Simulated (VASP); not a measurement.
The system is SiO2.

```
CELL_PARAMETERS angstrom
4.98200 0.00000 0.00000
0.00000 4.98200 0.00000
0.00000 0.00000 6.96300
ATOMIC_POSITIONS crystal
Si 0.29897 0.29897 0.00000
Si 0.20103 0.79897 0.25000
Si 0.70103 0.70103 0.50000
Si 0.79897 0.20103 0.75000
O 0.23989 0.10347 0.17813
O 0.39653 0.73989 0.42813
O 0.76011 0.89653 0.67813
O 0.60347 0.26011 0.92813
O 0.73989 0.39653 0.57187
O 0.89653 0.76011 0.32187
O 0.26011 0.60347 0.07187
O 0.10347 0.23989 0.82187
```

| Property | Result |
| --- | --- |
| Program | VASP 6.6.1 |
| Task | relaxation of the atoms |
| Functional | PBE |
| Potentials or basis | VASP PAW PBE potentials, release 64 (Si, O) |
| Cutoff | 520 eV |
| k mesh | 4 × 4 × 3 |
| Occupations | fermi-dirac, width 0.02 eV |
| Spin | no spin polarisation |

At the start: pressure 6.4 GPa; volume 14.40 Å³/atom.

Problem. Where does the relaxation end?

Solution. Over 16 steps the energy falls by 8.2 meV/atom; space group P4_12_12 (No. 92, to 0.1 Å) before and after.

Step by step:
```csv
step,energy change (eV),largest force (eV/Å),pressure (GPa)
1,0.0000,0.4054,6.43
2,-0.0259,0.5928,5.05
3,-0.0275,0.4868,5.29
4,-0.0491,0.3877,4.55
5,-0.0779,0.1652,2.34
6,-0.0815,0.1792,2.30
7,-0.0890,0.2208,2.19
8,-0.0890,0.3152,1.96
9,-0.0915,0.2606,2.07
10,-0.0937,0.1888,2.02
11,-0.0966,0.0630,1.87
12,-0.0969,0.0601,1.83
13,-0.0975,0.0493,1.70
14,-0.0985,0.0291,1.47
15,-0.0988,0.0303,0.98
16,-0.0989,0.0198,1.15
```

Final structure:
```
Si O
1.0
     4.98200    0.00000    0.00000
     0.00000    4.98200    0.00000
     0.00000    0.00000    6.96300
Si O
4 8
Direct
  0.30411 0.30411 0.00000
  0.19589 0.80411 0.25000
  0.69589 0.69589 0.50000
  0.80411 0.19589 0.75000
  0.23739 0.11404 0.18376
  0.38596 0.73739 0.43376
  0.76261 0.88596 0.68376
  0.61404 0.26261 0.93376
  0.73739 0.38596 0.56624
  0.88596 0.76261 0.31624
  0.26261 0.61404 0.06624
  0.11404 0.23739 0.81624
```
